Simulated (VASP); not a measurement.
# Al3CrB (Pm-3m) in VASP: single point with PBE

Aim: the single point of Al3CrB with PBE.

Program: VASP 6.6.1. These are calculated values, not measurements. Logs are shortened: lines on timing, memory, paths and dates and some standing lists are left out, and cuts for length are marked.

## 1. The cell of the first run

The structure is cubic, space group Pm-3m (No. 221). Conventional cell: a = 4.110 Å, b = 4.110 Å, c = 4.110 Å, α = 90.00°, β = 90.00°, γ = 90.00°. Al (site symmetry 4/mmm) has 2 B at 2.05 Å within 2.7 Å. Within 3.8 Å of Cr (site symmetry m-3m) lie 12 Al at 2.91 Å and 8 B at 3.56 Å. B (site symmetry m-3m) has 6 Al at 2.05 Å within 2.7 Å.

## 2. Single point, PBE, collinear spin, ferromagnetic start

The input, INCAR:

```
SYSTEM = Al3CrB
ALGO = Normal
EDIFF = 1E-7
ENCUT = 520
GGA = PE
ISIF = 2
ISMEAR = 0
ISPIN = 2
LASPH = .TRUE.
LCHARG = .FALSE.
LMAXMIX = 4
LORBIT = 11
LREAL = .FALSE.
LWAVE = .FALSE.
MAGMOM = 0 0 0 3 0
NBANDS = 24
NELM = 150
PREC = Accurate
SIGMA = 0.1
```

The input, KPOINTS:

```
k-points
0
G
  4 4 4
  0 0 0
```

The input, POSCAR:

```
Al3CrB
1.0
    4.1098029700      0.0000000000      0.0000000000
    0.0000000000      4.1098029700      0.0000000000
    0.0000000000      0.0000000000      4.1098029700
Al Cr B
3 1 1
Direct
    0.0000000000      0.5000000000      0.5000000000
    0.5000000000      0.0000000000      0.5000000000
    0.5000000000      0.5000000000      0.0000000000
    0.0000000000      0.0000000000      0.0000000000
    0.5000000000      0.5000000000      0.5000000000
```

Potentials or basis: VASP PAW PBE potentials, release 64 (Al, Cr_pv, B).

The run is started by

```bash
$ cat potpaw_PBE.64/Al/POTCAR potpaw_PBE.64/Cr_pv/POTCAR potpaw_PBE.64/B/POTCAR > POTCAR
$ mpirun -np 1 vasp_std > vasp.out
```

OUTCAR:

```text
SYSTEM = Al3CrB
   EDIFF = 1E-7
   ENCUT = 520
   GGA = PE
   ISIF = 2
   ISMEAR = 0
   ISPIN = 2
   LASPH = .TRUE.
   LORBIT = 11
   LREAL = .FALSE.
   NELM = 150
   PREC = Accurate

 ion  position               nearest neighbor table
   1  0.000  0.500  0.500-   5 2.05   5 2.05   4 2.91   2 2.91   3 2.91   4 2.91   2 2.91   4 2.91
                             4 2.91   2 2.91   3 2.91   3 2.91   3 2.91   2 2.91
   2  0.500  0.000  0.500-   5 2.05   5 2.05   4 2.91   1 2.91   3 2.91   4 2.91   1 2.91   3 2.91
                             3 2.91   3 2.91   1 2.91   4 2.91   4 2.91   1 2.91
   3  0.500  0.500  0.000-   5 2.05   5 2.05   4 2.91   1 2.91   1 2.91   2 2.91   2 2.91   2 2.91
                             4 2.91   2 2.91   1 2.91   4 2.91   1 2.91   4 2.91
   4  0.000  0.000  0.000-   1 2.91   2 2.91   3 2.91   1 2.91   2 2.91   1 2.91   3 2.91   1 2.91
                             2 2.91   3 2.91   2 2.91   3 2.91
   5  0.500  0.500  0.500-   1 2.05   2 2.05   3 2.05   3 2.05   2 2.05   1 2.05

  LATTYP: Found a simple cubic cell.
 ALAT       =     4.1098029700

  Lattice vectors:

 A1 = (   4.1098029700,   0.0000000000,   0.0000000000)
 A2 = (   0.0000000000,   4.1098029700,   0.0000000000)
 A3 = (   0.0000000000,   0.0000000000,   4.1098029700)

Analysis of symmetry for initial positions (statically):
=====================================================================
 Subroutine PRICEL returns:
 Original cell was already a primitive cell.

 Routine SETGRP: Setting up the symmetry group for a
 simple cubic supercell.

 Subroutine GETGRP returns: Found 48 space group operations
 (whereof 48 operations were pure point group operations)
 out of a pool of 48 trial point group operations.

The static configuration has the point symmetry O_h .

Analysis of symmetry for dynamics (positions and initial velocities):
=====================================================================
 Subroutine PRICEL returns:
 Original cell was already a primitive cell.

 Routine SETGRP: Setting up the symmetry group for a
 simple cubic supercell.

 Subroutine GETGRP returns: Found 48 space group operations
 (whereof 48 operations were pure point group operations)
 out of a pool of 48 trial point group operations.

The dynamic configuration has the point symmetry O_h .

Analysis of structural, dynamic, and magnetic symmetry:
=====================================================================
 Subroutine PRICEL returns:
 Original cell was already a primitive cell.

 Routine SETGRP: Setting up the symmetry group for a
 simple cubic supercell.

 Subroutine GETGRP returns: Found 48 space group operations
 (whereof 48 operations were pure point group operations)
 out of a pool of 48 trial point group operations.

The overall configuration has the point symmetry O_h .

 Subroutine INISYM returns: Found 48 space group operations
 (whereof 48 operations are pure point group operations),
 and found     1 'primitive' translations

----------------------------------------------------------------------------------------

                                     Primitive cell

  volume of cell :      69.4165

  direct lattice vectors                    reciprocal lattice vectors
     4.109802970  0.000000000  0.000000000     0.243320667  0.000000000  0.000000000
     0.000000000  4.109802970  0.000000000     0.000000000  0.243320667  0.000000000
     0.000000000  0.000000000  4.109802970     0.000000000  0.000000000  0.243320667

  length of vectors
     4.109802970  4.109802970  4.109802970     0.243320667  0.243320667  0.243320667

  position of ions in fractional coordinates (direct lattice)
     0.000000000  0.500000000  0.500000000
     0.500000000  0.000000000  0.500000000
     0.500000000  0.500000000  0.000000000
     0.000000000  0.000000000  0.000000000
     0.500000000  0.500000000  0.500000000

  ion indices of the primitive-cell ions
   primitive index   ion index
                 1           1
                 2           2
                 3           3
                 4           4
                 5           5

----------------------------------------------------------------------------------------

 KPOINTS: k-points

Automatic generation of k-mesh.
 Grid dimensions read from file:
 generate k-points for:    4    4    4

 Generating k-lattice:

  Cartesian coordinates                     Fractional coordinates (reciprocal lattice)
     0.060830167  0.000000000  0.000000000     0.250000000  0.000000000  0.000000000
     0.000000000  0.060830167  0.000000000     0.000000000  0.250000000  0.000000000
     0.000000000  0.000000000  0.060830167     0.000000000  0.000000000  0.250000000

  Length of vectors
     0.060830167  0.060830167  0.060830167

  Shift w.r.t. Gamma in fractional coordinates (k-lattice)
     0.000000000  0.000000000  0.000000000

 Subroutine IBZKPT returns following result:
 ===========================================

 Found     10 irreducible k-points:

 Following reciprocal coordinates:
            Coordinates               Weight
  0.000000  0.000000  0.000000      1.000000
  0.250000  0.000000  0.000000      6.000000
  0.500000  0.000000  0.000000      3.000000
  0.250000  0.250000  0.000000     12.000000
  0.500000  0.250000  0.000000     12.000000
  0.500000  0.500000  0.000000      3.000000
  0.250000  0.250000  0.250000      8.000000
  0.500000  0.250000  0.250000     12.000000
  0.500000  0.500000  0.250000      6.000000
  0.500000  0.500000  0.500000      1.000000
   k-points           NKPTS =     10   k-points in BZ     NKDIM =     10   number of bands    NBANDS=     24
   number of dos      NEDOS =    301   number of ions     NIONS =      5
   total plane-waves  NPLWV =  32768
   dimension x,y,z NGX =    32 NGY =   32 NGZ =   32
   dimension x,y,z NGXF=    64 NGYF=   64 NGZF=   64
   ions per type =               3   1   1
   NGX,Y,Z   is equivalent  to a cutoff of  12.94, 12.94, 12.94 a.u.
   NGXF,Y,Z  is equivalent  to a cutoff of  25.89, 25.89, 25.89 a.u.
 SYSTEM =  Al3CrB
   PREC   = accura    normal or accurate (medium, high low for compatibility)
   ISTART =      0    job   : 0-new  1-cont  2-samecut
   ICHARG =      2    charge: 1-file 2-atom 10-const
   ISPIN  =      2    spin polarized calculation?
   LNONCOLLINEAR =      F non collinear calculations
   LSORBIT =      F    spin-orbit coupling
   LASPH  =      T    aspherical Exc in radial PAW
   ENCUT  =  520.0 eV  38.22 Ry    6.18 a.u.   7.64  7.64  7.64*2*pi/ulx,y,z
   NELM   =    150;   NELMIN=  2; NELMDL= -5     # of ELM steps
   EDIFF  = 0.1E-06   stopping-criterion for ELM
   LREAL  =      F    real-space projection
   EDIFFG = 0.1E-05   stopping-criterion for IOM
   NSW    =      0    number of steps for IOM
   IBRION =     -1    ionic relax: 0-MD 1-quasi-New 2-CG
   NFREE  =      0    steps in history (QN), initial steepest desc. (CG)
   ISIF   =      2    stress and relaxation
   ISYM   =      2    0-nonsym 1-usesym 2-fastsym
   POTIM  = 0.5000    time-step for ionic-motion
   TEBEG  =    0.0;   TEEND  =   0.0 temperature during run
   PSTRESS=    0.0 pullay stress
   NELECT =      24.0000    total number of electrons
   NUPDOWN=      -1.0000    fix difference up-down
   EMIN   =  10.00;   EMAX   =-10.00  energy-range for DOS
   EFERMI =   0.00;   METHOD = LEGACY
   ISMEAR =     0;   SIGMA  =   0.10  broadening in eV -4-tet -1-fermi 0-gaus
   EFERMI_NEDOS =   21; number of points for ismear=-14 and -15
   IALGO  =     38    algorithm
   IMIX   =      4    mixing-type and parameters
     AMIX     =   0.40;   BMIX     =  1.00
     AMIX_MAG =   1.60;   BMIX_MAG =  1.00
  volume/ion in A,a.u.               =      13.88        93.69
  Fermi-wavevector in a.u.,A,eV,Ry     =   1.149011  2.171316 17.962774  1.320227
  Thomas-Fermi vector in A             =   2.285683
   LORBIT       =     11    0 simple, 1 ext, 2 COOP (PROOUT), +10 PAW based schemes
   GGA     = PE    functional components
   LHFCALC =     F    Hartree Fock is set to
   AEXX    =    0.0000 exact exchange contribution
   IVDW    =     0    specifies the selected vdW correction
   LEPSILON=     F    determine dielectric tensor
   LRPA    =     F    only Hartree local field effects (RPA)
 spin polarized calculation
 Gauss-broadening in eV      SIGMA  =   0.10
  energy-cutoff  :      520.00
  volume of cell :       69.42
 maximum number of plane-waves:      1888
 NGX is ok and might be reduce to    32
   NGX = 15   NGY = 15   NGZ = 15

 number of electron      23.9999994 magnetization       4.0939149

 Free energy of the ion-electron system (eV)
  ---------------------------------------------------
  ext. energy  EPLUGINS =         0.00000000
  ---------------------------------------------------
  free energy    TOTEN  =       -25.05277655 eV

  energy without entropy =      -25.04142739  energy(sigma->0) =      -25.04710197

 E-fermi :   8.2804     XC(G=0): -10.8085

 val. band max:        8.2485814327   @ k =   0.2500   0.2500   0.0000
 cond. band min:       8.2927829053   @ k =   0.5000   0.5000   0.5000
 fundamental gap:      0.0442014726
 Fermi energy:         8.2803579978

 spin component 1

 k-point     1 :       0.0000    0.0000    0.0000
  band No.  band energies     occupation
      1     -35.6099      1.00000
      2     -35.6099      1.00000
      3     -35.6099      1.00000
      4      -3.9971      1.00000
      5       3.4302      1.00000
      6       3.4302      1.00000
[... 16 lines left out ...]
     23      14.4048      0.00000
     24      14.4048      0.00000

 k-point     2 :       0.2500    0.0000    0.0000
  band No.  band energies     occupation
      1     -35.6110      1.00000
      2     -35.6098      1.00000
      3     -35.6098      1.00000
      4      -3.5782      1.00000
      5       1.1074      1.00000
      6       3.5684      1.00000
[... 16 lines left out ...]
     23      14.5680      0.00000
     24      17.8510      0.00000
[... 187 lines left out ...]
     23      16.4985      0.00000
     24      17.8712      0.00000

 k-point    10 :       0.5000    0.5000    0.5000
  band No.  band energies     occupation
      1     -35.6117      1.00000
      2     -35.6117      1.00000
      3     -35.6117      1.00000
      4      -1.1678      1.00000
      5       1.5008      1.00000
      6       1.5008      1.00000
[... 16 lines left out ...]
     23      19.0521      0.00000
     24      19.0522      0.00000
 Fermi energy:         8.2803579978

 spin component 2

 k-point     1 :       0.0000    0.0000    0.0000
  band No.  band energies     occupation
      1     -32.2315      1.00000
      2     -32.2315      1.00000
      3     -32.2315      1.00000
      4      -3.7939      1.00000
      5       3.6217      1.00000
      6       3.6217      1.00000
[... 16 lines left out ...]
     23      14.8905      0.00000
     24      14.8905      0.00000

 k-point     2 :       0.2500    0.0000    0.0000
  band No.  band energies     occupation
      1     -32.2330      1.00000
      2     -32.2314      1.00000
      3     -32.2314      1.00000
      4      -3.3787      1.00000
      5       1.3636      1.00000
      6       3.8189      1.00000
[... 16 lines left out ...]
     23      17.9845      0.00000
     24      18.0918      0.00000
[... 187 lines left out ...]
     23      18.1448      0.00000
     24      19.2388      0.00000

 k-point    10 :       0.5000    0.5000    0.5000
  band No.  band energies     occupation
      1     -32.2339      1.00000
      2     -32.2339      1.00000
      3     -32.2339      1.00000
      4      -0.9140      1.00000
      5       1.7185      1.00000
      6       1.7185      1.00000
[... 16 lines left out ...]
     23      19.0948      0.00000
     24      19.1239      0.00000

------------------------ aborting loop because EDIFF is reached ----------------------------------------

  FORCE on cell =-STRESS in cart. coord.  units (eV):
  Direction    XX          YY          ZZ          XY          YZ          ZX
  --------------------------------------------------------------------------------------
  -------------------------------------------------------------------------------------
  Total        3.0257962      3.0257962      3.0257962     -0.0000000      0.0000000      0.0000000
  in kB       69.8372700     69.8372700     69.8372700     -0.0000000      0.0000000      0.0000000
  external PRESSURE =      69.8372700 kB  Pullay stress =       0.0000000 kB

 VOLUME and BASIS-vectors are now :
 -----------------------------------------------------------------------------
  energy-cutoff  :      520.00
  volume of cell :       69.42
      direct lattice vectors                 reciprocal lattice vectors
     4.109802970  0.000000000  0.000000000     0.243320667  0.000000000  0.000000000
     0.000000000  4.109802970  0.000000000     0.000000000  0.243320667  0.000000000
     0.000000000  0.000000000  4.109802970     0.000000000  0.000000000  0.243320667

 POSITION                                       TOTAL-FORCE (eV/Angst)
 -----------------------------------------------------------------------------------
      0.00000      2.05490      2.05490         0.000000      0.000000      0.000000
      2.05490      0.00000      2.05490         0.000000      0.000000      0.000000
      2.05490      2.05490      0.00000         0.000000      0.000000      0.000000
      0.00000      0.00000      0.00000         0.000000      0.000000      0.000000
      2.05490      2.05490      2.05490         0.000000      0.000000      0.000000
 -----------------------------------------------------------------------------------
    total drift:                                0.000000      0.000000      0.000000

  FREE ENERGIE OF THE ION-ELECTRON SYSTEM (eV)
  ---------------------------------------------------
  free  energy   TOTEN  =       -25.0527765476 eV

  energy  without entropy=      -25.0414273891  energy(sigma->0) =      -25.04710197

 total charge

# of ion       s       p       d       tot
------------------------------------------
    1        0.390   0.390   0.000   0.780
    2        0.390   0.390   0.000   0.780
    3        0.390   0.390   0.000   0.780
    4        0.308   6.160   4.174  10.641
    5        0.799   1.288   0.000   2.087
--------------------------------------------------
tot          2.276   8.618   4.174  15.068

 magnetization (x)

# of ion       s       p       d       tot
------------------------------------------
    1       -0.015  -0.006   0.000  -0.021
    2       -0.015  -0.006   0.000  -0.021
    3       -0.015  -0.006   0.000  -0.021
    4        0.082   0.041   3.351   3.474
    5        0.028   0.154   0.000   0.182
--------------------------------------------------
tot          0.065   0.178   3.351   3.593
```

Run time: 23 s. Hardware: 1 thread of AMD EPYC 9R45 (Zen 5), shared host; peak memory 0.18 GiB.

Results:

```
Free energy                                           : -25.0528 eV
Pressure                                              : 7.0 GPa
Net moment                                            : 4.09 μB per cell
Site moments                                          : Al -0.02; Cr +3.47; B +0.18 μB
Valence electrons inside the program's atomic spheres : Al 0.78; Cr 10.64; B 2.09
```

Levels at points of the mesh, in eV from the Fermi level:
Spin up:
```csv
k point,band 12,band 13,band 14,band 15,band 16,band 17
"(0.00, 0.00, 0.00)",-1.46,-1.46,1.34,1.34,3.27,3.27
"(0.50, 0.00, 0.00)",-0.95,-0.95,-0.09,0.04,0.04,0.30
"(0.50, 0.50, 0.00)",-1.04,-0.96,0.88,0.88,2.10,3.20
"(0.50, 0.50, 0.50)",-0.93,-0.93,-0.75,-0.75,-0.75,5.97
```
Spin down:
| k point | band 7 | band 8 | band 9 | band 10 | band 11 | band 12 | band 13 | band 14 |
| --- | --- | --- | --- | --- | --- | --- | --- | --- |
| (0.00, 0.00, 0.00) | -4.66 | -2.98 | -2.50 | -2.50 | 1.22 | 1.22 | 1.22 | 3.39 |
| (0.50, 0.00, 0.00) | -4.23 | -1.69 | -1.10 | 0.26 | 0.34 | 0.34 | 0.63 | 1.51 |
| (0.50, 0.50, 0.00) | -4.65 | -3.52 | -0.52 | -0.43 | -0.43 | 1.25 | 1.25 | 1.64 |
| (0.50, 0.50, 0.50) | -6.56 | -3.49 | -3.49 | -3.49 | 0.01 | 1.87 | 1.87 | 1.87 |

Caveat: the k points lie up to 0.38 Å⁻¹ apart; a cell with one magnetic atom can't hold antiferromagnetic order, which such compounds often take.
